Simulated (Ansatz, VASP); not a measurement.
# NiO in VASP and in Ansatz

Contents of INCAR:

```
  PREC = Accurate
  ENCUT = 520
  EDIFF = 1E-6
  ISMEAR = 0
  SIGMA = 0.05
  LREAL = F
  LASPH = T
  NELM = 150
  ALGO = Normal
  ISIF = 2
  LWAVE = F
  LCHARG = F
  ISPIN = 2
  MAGMOM = 2 -2 0 0
  LORBIT = 11
  LMAXMIX = 4
  LDAU = T
  LDAUTYPE = 2
  LDAUL = 2 -1
  LDAUU = 6.2 0
  LDAUJ = 0 0
  LDAUPRINT = 1
  GGA = PE
  NBANDS = 28
```

File KPOINTS:

```
Automatic mesh
0
Gamma
  5 5 5
```

File POSCAR:

```
NiO
1.0
   -2.1337902789     -2.1337902789      4.2675805578
   -4.2675805578     -2.1337902789      2.1337902789
   -2.1337902789     -4.2675805578      2.1337902789
Ni O
2 2
Direct
    0.0000000000      0.0000000000      0.0000000000
    0.5000000000      0.5000000000      0.5000000000
    1.2500000000     -0.7500000000     -0.7500000000
    1.7500000000     -0.2500000000     -0.2500000000
```

Input for Ansatz:

```yaml
crystal:
  lattice:
    - [-2.1337902789, -2.1337902789, 4.2675805578]
    - [-4.2675805578, -2.1337902789, 2.1337902789]
    - [-2.1337902789, -4.2675805578, 2.1337902789]
  atoms:
    - { symbol: Ni, position: [0.0, 0.0, 0.0], spin: 2.0 }
    - { symbol: O, position: [1.25, -0.75, -0.75] }
    - { symbol: Ni, position: [0.5, 0.5, 0.5], spin: -2.0 }
    - { symbol: O, position: [1.75, -0.25, -0.25] }
basis:
  ecutwfc: 420
  ecutrho_ratio: 4
kpoints:
  mp_grid: { grid: [5, 5, 5] }
hamiltonian:
  xc: pbe
  hubbard: { sites: [{ species: Ni, l: d, u_eff: 6.2 }] }
scf:
  occupations: { method: gaussian, width: 0.05 }
output:
  forces: true
  stress: true
  eigenvalues: true
  populations: true
  hubbard: { sites: [{ species: Ni, l: d }] }
magnetization:
  spin_polarized: true
```

Alike in both runs: task single point; functional PBE; k mesh 5 × 5 × 5; occupations gaussian, width 0.05 eV; collinear spin; Hubbard terms Ni d U = 6.2 eV.

```csv
,VASP,Ansatz
version,VASP 6.6.1,Ansatz 0.2.0
potentials or method,"VASP PAW PBE potentials, release 64 (Ni, O), cutoff 520 eV","scalar-relativistic, plane waves, PAW"
valence electrons in the cell,32,48
```

|  | VASP | Ansatz | Ansatz less VASP |
| --- | --- | --- | --- |
| gap on the k mesh at the Fermi level (eV) | 2.99 | 2.73 | -0.259 |
| least direct gap on the mesh (eV) | 3.60 | 3.44 | -0.161 |
| pressure (GPa) | -9.7 | -2.1 | +7.60 |
| net moment per atom (μB) | 0.00 | 0.00 | 0.000 |
| size of the moment on the site where the two differ most (μB) | 1.76 | 1.69 | -0.072 |

Site moments also hang on the region over which each program counts them. The programs project onto different local orbitals, so the same U acts differently, and such runs can settle in different states. VASP's potentials hold 32 valence electrons a cell and Ansatz's 48, so a difference there can come from the potentials and not from the codes.

The k mesh is coarse, so the values compare programs but aren't converged.
